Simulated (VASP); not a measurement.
Input of a VASP 6.6.1 run:

File POSCAR:

```
CaO
1.0
    2.3843286067      2.3843286067      0.0000000000
   -2.3843286067      2.3843286067      0.0000000000
    0.0000000000      2.3843286067      2.3843286067
Ca O
1 1
Direct
    0.0000000000      0.0000000000      0.0000000000
    0.5000000000      0.5000000000      0.0000000000
```

The input INCAR.step1:

```
SYSTEM = CaO
  PREC = Accurate
  ENCUT = 910
  ISMEAR = 0
  SIGMA = 0.01
  LREAL = .FALSE.
  LASPH = .TRUE.
  NELM = 120
  NBANDS = 15
  GGA = PE
  ALGO = Normal
  EDIFF = 1E-5
  LWAVE = .TRUE.
  LCHARG = .FALSE.
  GGA_COMPAT = .FALSE.
```

File INCAR.step2:

```
SYSTEM = CaO
  PREC = Accurate
  ENCUT = 910
  EDIFF = 1E-6
  ISMEAR = 0
  SIGMA = 0.01
  LREAL = .FALSE.
  LASPH = .TRUE.
  NELM = 120
  ALGO = Normal
  ISIF = 2
  LWAVE = .FALSE.
  LCHARG = .FALSE.
  METAGGA = R2SCAN
  LMIXTAU = .TRUE.
  NBANDS = 15
  ISTART = 1
  GGA_COMPAT = .FALSE.
```

File KPOINTS:

```
Automatic mesh
0
G
  8 8 8
  0 0 0
```

Potentials or basis: VASP PAW PBE potentials, release 64 (Ca_sv, O_h).

The run is started by

```sh
$ cat potpaw_PBE.64/Ca_sv/POTCAR potpaw_PBE.64/O_h/POTCAR > POTCAR
$ cp INCAR.step1 INCAR
$ mpirun -np 1 vasp_std > vasp.out
$ cp INCAR.step2 INCAR
$ mpirun -np 1 vasp_std > vasp.out
```

Problem. Estimate the pressure.

Solution. 3.0 GPa.

Problem. Estimate the band gap on the k mesh.

Solution. 4.19 eV, indirect (least direct gap 4.55 eV).

Caveat: the cutoff is under 1.25 times the usual one of these potentials, so pressure, stress and relaxed cells hold a basis-set (Pulay) error; the PAW data sets were made with another functional, which shifts forces and pressure a little. A k mesh can miss the band edges.
